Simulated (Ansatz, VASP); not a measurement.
## B2SbP3 in VASP and in Ansatz

```xyz
6
Lattice="3.7369 0.0000 0.0000 -1.8684 3.2362 0.0000 0.0000 0.0000 9.0774" Properties=species:S:1:pos:R:3 pbc="T T T"
B     0.0000    2.1575    6.0972
B     1.8684    1.0787    2.9802
Sb    0.0000    0.0000    0.0000
P     0.0000    0.0000    4.5387
P     0.0000    2.1575    1.4245
P     1.8684    1.0787    7.6529
```

Change from the starting cell: species swapped into the In3SbTe2 type (P-3m1, No. 164).

Alike in both runs: task single point; functional PBE; k mesh 6 × 6 × 2; occupations gaussian, width 0.1 eV; no spin polarisation.

|  | VASP | Ansatz |
| --- | --- | --- |
| version | VASP 6.6.1 | Ansatz 0.2.0 |
| potentials or method | VASP PAW PBE potentials, release 64 (B, Sb, P), cutoff 520 eV | scalar-relativistic, plane waves, PAW |
| valence electrons in the cell | 26 | 36 |

```csv
,VASP,Ansatz,Ansatz less VASP
gap on the k mesh at the Fermi level (eV),none,none,-
pressure (GPa),-9.5,-9.5,-0.04
"traceless stress, the component that is largest in VASP (GPa)",-0.89,-0.91,-0.011
rms of the force components (eV/Å),0.986,0.980,-0.0061
```

Atom by atom the forces differ by 0.006 eV/Å (rms over components). A gap of «none» marks a metal or a gap that the smearing closes. The functional is the same, so the differences come from potentials, cutoffs and numerics. VASP's potentials hold 26 valence electrons a cell and Ansatz's 36, so a difference there can come from the potentials and not from the codes.

Neither program's run includes spin-orbit coupling.
